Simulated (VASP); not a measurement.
P, 1 atom in the cell. It takes space group Fm-3m (No. 225, cubic). Conventional cell: a = 3.810 Å, b = 3.810 Å, c = 3.810 Å, α = 90.00°, β = 90.00°, γ = 90.00°. Within 3.6 Å of P (site symmetry m-3m) lie 12 P at 2.69 Å. This isn't the form of P at room conditions, which is orthorhombic.

* Program: VASP 6.6.1
* Task: single point
* Functional: PBE
* Potentials or basis: VASP PAW PBE potentials, release 64 (P)
* Cutoff: 520 eV
* k mesh: 18 × 18 × 18
* Occupations: fermi-dirac, width 0.1 eV
* Spin: no spin polarisation
* Dipole correction: no
* Further INCAR settings: ALGO = Normal; EDIFF = 1e-06; NBANDS = 8

Potentials or basis: VASP PAW PBE potentials, release 64 (P).

Launch:

```console
$ cat potpaw_PBE.64/P/POTCAR > POTCAR
$ mpirun -np 1 vasp_std > vasp.out
```

Hardware: 1 thread of AMD EPYC 9R45 96-Core Processor (Zen 5), with other jobs on the host.

Task: Estimate the wall time of this run.

Result: It took 7.5 s on 1 thread of AMD EPYC 9R45 96-Core Processor (Zen 5), with other jobs on the host, peak memory 0.1 GiB. Counts: scf iterations 9, k points 195.
